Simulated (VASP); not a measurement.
# ZnCd5O6 (Pmmm) in VASP: single point with PBE

Aim: the single point of ZnCd5O6 with PBE.

Everything below comes from runs of VASP 6.6.1. Logs are shortened: lines on timing, memory, paths and dates and some standing lists are left out, and cuts for length are marked.

### Step 1. The cell of the first run

It takes space group Pmmm (No. 47, orthorhombic). Conventional cell: a = 3.303 Å, b = 4.724 Å, c = 10.001 Å, α = 90.00°, β = 90.00°, γ = 90.00°. Within 2.9 Å of Zn (site symmetry mmm) lie 6 O at 2.22 to 2.36 Å. Cd (site symmetry mm2) has 6 O at 2.36 to 2.44 Å within 3.1 Å. Cd (site symmetry mmm) has 6 O at 2.36 Å within 3.1 Å. Cd (site symmetry mm2) has 6 O at 2.31 to 2.37 Å within 3.0 Å. Within 3.1 Å of O (site symmetry mm2) lie 6 Cd at 2.36 to 2.37 Å. O (site symmetry mmm) has 6 Cd at 2.36 to 2.39 Å within 3.1 Å. Within 3.0 Å of O (site symmetry mm2) lie 2 Zn at 2.22 Å and 4 Cd at 2.37 to 2.44 Å and 1 O at 2.96 Å. Within 3.0 Å of O (site symmetry mmm) lie 4 Cd at 2.31 Å and 2 Zn at 2.36 Å.

### Step 2. Single point, PBE, collinear spin, ferromagnetic start

INCAR reads:

```
PREC = Accurate ; ENCUT = 520
EDIFF = 1E-6 ; ISMEAR = 0
SIGMA = 0.1 ; LREAL = F
LASPH = T ; NELM = 150
ALGO = Normal ; ISIF = 2
LWAVE = F ; LCHARG = F
ISPIN = 2 ; MAGMOM = 0 0 0 0 0 0 1 1 1 1 1 1
LORBIT = 11 ; GGA = PE
NBANDS = 70
```

KPOINTS reads:

```
Automatic mesh
0
Gamma
  6 4 2
```

POSCAR reads:

```
ZnCd5O6
1.0
    3.3033770000      0.0000000000      0.0000000000
    0.0000000000      4.7238379000      0.0000000000
    0.0000000000      0.0000000000     10.0008399000
Zn Cd O
1 5 6
Direct
    0.0000000000      0.0000000000      0.5000000000
    0.0000000000      0.0000000000      0.8271960000
    0.5000000000      0.5000000000      0.0000000000
    0.0000000000      0.0000000000      0.1728040000
    0.5000000000      0.5000000000      0.3390380000
    0.5000000000      0.5000000000      0.6609620000
    0.0000000000      0.5000000000      0.8313370000
    0.5000000000      0.0000000000      0.0000000000
    0.0000000000      0.5000000000      0.1686630000
    0.5000000000      0.0000000000      0.3521460000
    0.0000000000      0.5000000000      0.5000000000
    0.5000000000      0.0000000000      0.6478540000
```

Potentials or basis: VASP PAW PBE potentials, release 64 (Zn, Cd, O).

Command:

```console
$ cat potpaw_PBE.64/Zn/POTCAR potpaw_PBE.64/Cd/POTCAR potpaw_PBE.64/O/POTCAR > POTCAR
$ mpirun -np 1 vasp_std > vasp.out
```

OUTCAR:

```text
PREC = Accurate
   ENCUT = 520
   EDIFF = 1E-6
   ISMEAR = 0
   LREAL = F
   LASPH = T
   NELM = 150
   ISIF = 2
   ISPIN = 2
   LORBIT = 11
   GGA = PE

 ion  position               nearest neighbor table
   1  0.000  0.000  0.500-  10 2.22  12 2.22  10 2.22  12 2.22  11 2.36  11 2.36   2 3.27   4 3.27
                             6 3.30   6 3.30   5 3.30   6 3.30   5 3.30   5 3.30   5 3.30   6 3.30
   2  0.000  0.000  0.827-   7 2.36   7 2.36   8 2.39   8 2.39  12 2.44  12 2.44   1 3.27   6 3.33
                             6 3.33   6 3.33   6 3.33   3 3.36   3 3.36   3 3.36   3 3.36   4 3.46
   3  0.500  0.500  0.000-   7 2.36   9 2.36   7 2.36   9 2.36   8 2.36   8 2.36   4 3.36   4 3.36
                             2 3.36   4 3.36   2 3.36   2 3.36   2 3.36   4 3.36   5 3.39   6 3.39
   4  0.000  0.000  0.173-   9 2.36   9 2.36   8 2.39   8 2.39  10 2.44  10 2.44   1 3.27   5 3.33
                             5 3.33   5 3.33   5 3.33   3 3.36   3 3.36   3 3.36   3 3.36   2 3.46
   5  0.500  0.500  0.339-  11 2.31  11 2.31  10 2.37  10 2.37   9 2.37   9 2.37   6 3.22   1 3.30
                             1 3.30   1 3.30   1 3.30   4 3.33   4 3.33   4 3.33   4 3.33   3 3.39
   6  0.500  0.500  0.661-  11 2.31  11 2.31  12 2.37  12 2.37   7 2.37   7 2.37   5 3.22   1 3.30
                             1 3.30   1 3.30   1 3.30   2 3.33   2 3.33   2 3.33   2 3.33   3 3.39
   7  0.000  0.500  0.831-   3 2.36   3 2.36   2 2.36   2 2.36   6 2.37   6 2.37
   8  0.500  0.000  0.000-   3 2.36   3 2.36   4 2.39   2 2.39   2 2.39   4 2.39
   9  0.000  0.500  0.169-   3 2.36   3 2.36   4 2.36   4 2.36   5 2.37   5 2.37
  10  0.500  0.000  0.352-   1 2.22   1 2.22   5 2.37   5 2.37   4 2.44   4 2.44
  11  0.000  0.500  0.500-   5 2.31   6 2.31   5 2.31   6 2.31   1 2.36   1 2.36
  12  0.500  0.000  0.648-   1 2.22   1 2.22   6 2.37   6 2.37   2 2.44   2 2.44

  LATTYP: Found a simple orthorhombic cell.
 ALAT       =     3.3033770000
 B/A-ratio  =     1.4300026609
 C/A-ratio  =     3.0274594453

  Lattice vectors:

 A1 = (   3.3033770000,   0.0000000000,   0.0000000000)
 A2 = (   0.0000000000,   4.7238379000,   0.0000000000)
 A3 = (   0.0000000000,   0.0000000000,  10.0008399000)

Analysis of symmetry for initial positions (statically):
=====================================================================
 Subroutine PRICEL returns:
 Original cell was already a primitive cell.

 Routine SETGRP: Setting up the symmetry group for a
 simple orthorhombic supercell.

 Subroutine GETGRP returns: Found  8 space group operations
 (whereof  8 operations were pure point group operations)
 out of a pool of  8 trial point group operations.

The static configuration has the point symmetry D_2h.

Analysis of symmetry for dynamics (positions and initial velocities):
=====================================================================
[... 1858 lines left out ...]
 Fermi energy:         1.9128119768

 spin component 2

 k-point     1 :       0.0000    0.0000    0.0000
  band No.  band energies     occupation
      1     -15.4925      1.00000
      2     -15.1200      1.00000
      3     -15.0692      1.00000
      4     -14.8448      1.00000
      5     -14.7323      1.00000
      6     -14.6111      1.00000
[... 1645 lines left out ...]
     65      10.6686      0.00000
     66      10.7163      0.00000
 [bands above 66 left out]

------------------------ aborting loop because EDIFF is reached ----------------------------------------

  FORCE on cell =-STRESS in cart. coord.  units (eV):
  Direction    XX          YY          ZZ          XY          YZ          ZX
  --------------------------------------------------------------------------------------
  -------------------------------------------------------------------------------------
  Total        1.1887583      1.2160706      1.2250998      0.0000000      0.0000000      0.0000000
  in kB       12.2043474     12.4847476     12.5774454      0.0000000      0.0000000      0.0000000
  external PRESSURE =      12.4221801 kB  Pullay stress =       0.0000000 kB

 VOLUME and BASIS-vectors are now :
 -----------------------------------------------------------------------------
  energy-cutoff  :      520.00
  volume of cell :      156.06
      direct lattice vectors                 reciprocal lattice vectors
     3.303377000  0.000000000  0.000000000     0.302720519  0.000000000  0.000000000
     0.000000000  4.723837900  0.000000000     0.000000000  0.211692277  0.000000000
     0.000000000  0.000000000 10.000839900     0.000000000  0.000000000  0.099991602

 POSITION                                       TOTAL-FORCE (eV/Angst)
 -----------------------------------------------------------------------------------
      0.00000      0.00000      5.00042         0.000000     -0.000000      0.000000
      0.00000      0.00000      8.27265         0.000000     -0.000000     -0.005273
      1.65169      2.36192      0.00000         0.000000     -0.000000      0.000000
      0.00000      0.00000      1.72819         0.000000     -0.000000      0.005273
      1.65169      2.36192      3.39066         0.000000     -0.000000     -0.031034
      1.65169      2.36192      6.61018         0.000000     -0.000000      0.031034
      0.00000      2.36192      8.31407         0.000000     -0.000000     -0.014354
      1.65169      0.00000      0.00000         0.000000     -0.000000      0.000000
      0.00000      2.36192      1.68677         0.000000     -0.000000      0.014354
      1.65169      0.00000      3.52176         0.000000      0.000000      0.026303
      0.00000      2.36192      5.00042         0.000000     -0.000000      0.000000
      1.65169      0.00000      6.47908         0.000000      0.000000     -0.026303
 -----------------------------------------------------------------------------------
    total drift:                                0.000000      0.000000     -0.000000

  FREE ENERGIE OF THE ION-ELECTRON SYSTEM (eV)
  ---------------------------------------------------
  free  energy   TOTEN  =       -46.9430848199 eV

  energy  without entropy=      -46.9377759345  energy(sigma->0) =      -46.94043038

 total charge

# of ion       s       p       d       tot
------------------------------------------
    1        0.388   0.301   9.856  10.545
    2        0.331   0.235   9.641  10.207
    3        0.334   0.250   9.648  10.233
    4        0.331   0.235   9.641  10.207
    5        0.334   0.258   9.652  10.244
    6        0.334   0.258   9.652  10.244
    7        1.575   3.348   0.000   4.923
    8        1.575   3.341   0.000   4.916
    9        1.575   3.348   0.000   4.923
   10        1.573   3.342   0.000   4.915
   11        1.572   3.359   0.000   4.931
   12        1.573   3.342   0.000   4.915
--------------------------------------------------
tot         11.495  21.617  58.089  91.201

 magnetization (x)

# of ion       s       p       d       tot
------------------------------------------
    1        0.000   0.000  -0.000   0.000
    2        0.000   0.000  -0.000   0.000
    3        0.000   0.000  -0.000   0.000
    4        0.000   0.000  -0.000   0.000
    5        0.000   0.000  -0.000   0.000
    6        0.000   0.000  -0.000   0.000
    7       -0.000  -0.000   0.000  -0.000
    8       -0.000  -0.000   0.000  -0.000
    9       -0.000  -0.000   0.000  -0.000
   10       -0.000  -0.000   0.000  -0.000
   11       -0.000  -0.000   0.000  -0.000
   12       -0.000  -0.000   0.000  -0.000
--------------------------------------------------
tot          0.000  -0.000  -0.000  -0.000
```

It took 19 min on 1 thread of Oxide Virtual Turin-like, shared host; peak memory 0.53 GiB.

Results:

| Quantity | Value |
| --- | --- |
| Free energy | -46.9431 eV |
| Pressure | 1.2 GPa |
| Largest force | 0.031 eV/Å |
| Band gap on the k mesh | zero (filled and empty bands overlap) |
| Net moment | 0.00 μB per cell |
| Valence electrons inside the program's atomic spheres | Zn 10.54; Cd 10.21, 10.23, 10.24 (each value once); O 4.92, 4.93 (each value once) |

Forces in eV/Å, atoms in the order of the input:
```
Zn   0.000  0.000  0.000
Cd   0.000  0.000 -0.005
Cd   0.000  0.000  0.000
Cd   0.000  0.000  0.005
Cd   0.000  0.000 -0.031
Cd   0.000  0.000  0.031
O    0.000  0.000 -0.014
O    0.000  0.000  0.000
O    0.000  0.000  0.014
O    0.000  0.000  0.026
O    0.000  0.000  0.000
O    0.000  0.000 -0.026
```

Levels at points of the mesh, in eV from the Fermi level:
Spin up:
| k point | band 51 | band 52 | band 53 | band 54 | band 55 | band 56 | band 57 | band 58 |
| --- | --- | --- | --- | --- | --- | --- | --- | --- |
| (0.00, 0.00, 0.00) | -0.93 | -0.86 | -0.60 | -0.47 | -0.32 | 2.89 | 3.06 | 3.53 |
| (0.50, 0.00, 0.00) | -1.99 | -1.96 | -0.35 | -0.16 | 3.80 | 3.92 | 4.32 | 4.48 |
| (0.00, 0.50, 0.00) | -0.52 | -0.48 | -0.38 | -0.23 | 3.18 | 3.33 | 3.95 | 4.00 |
| (0.50, 0.50, 0.00) | -0.34 | -0.25 | -0.09 | -0.08 | 4.15 | 4.35 | 5.69 | 5.74 |
| (0.00, 0.00, 0.50) | -1.06 | -1.01 | -0.39 | -0.13 | 0.94 | 1.06 | 4.28 | 4.28 |
| (0.50, 0.00, 0.50) | -1.22 | -1.00 | -0.90 | -0.82 | 3.26 | 3.84 | 4.65 | 4.95 |
| (0.00, 0.50, 0.50) | -0.34 | -0.28 | -0.07 | -0.06 | 3.48 | 3.52 | 3.55 | 3.66 |
| (0.50, 0.50, 0.50) | -0.61 | -0.57 | -0.45 | -0.26 | 4.81 | 5.29 | 5.34 | 5.34 |
Spin down:
| k point | band 50 | band 51 | band 52 | band 53 | band 54 | band 55 | band 56 | band 57 | band 58 | band 59 |
| --- | --- | --- | --- | --- | --- | --- | --- | --- | --- | --- |
| (0.00, 0.00, 0.00) | -1.21 | -0.93 | -0.86 | -0.60 | -0.47 | -0.32 | 2.89 | 3.06 | 3.53 | 5.83 |
| (0.50, 0.00, 0.00) | -2.01 | -1.99 | -1.96 | -0.35 | -0.16 | 3.80 | 3.92 | 4.32 | 4.48 | 4.99 |
| (0.00, 0.50, 0.00) | -0.53 | -0.52 | -0.48 | -0.38 | -0.23 | 3.18 | 3.33 | 3.95 | 4.00 | 4.20 |
| (0.50, 0.50, 0.00) | -1.11 | -0.34 | -0.25 | -0.09 | -0.08 | 4.15 | 4.35 | 5.69 | 5.74 | 6.11 |
| (0.00, 0.00, 0.50) | -1.21 | -1.06 | -1.01 | -0.39 | -0.13 | 0.94 | 1.06 | 4.28 | 4.28 | 4.94 |
| (0.50, 0.00, 0.50) | -2.01 | -1.22 | -1.00 | -0.90 | -0.82 | 3.26 | 3.84 | 4.65 | 4.95 | 5.09 |
| (0.00, 0.50, 0.50) | -1.01 | -0.34 | -0.28 | -0.07 | -0.06 | 3.48 | 3.52 | 3.55 | 3.66 | 4.34 |
| (0.50, 0.50, 0.50) | -0.92 | -0.61 | -0.57 | -0.45 | -0.26 | 4.81 | 5.29 | 5.34 | 5.34 | 5.56 |

Caveat: semilocal functionals underestimate gaps, and a narrow one can read as zero.
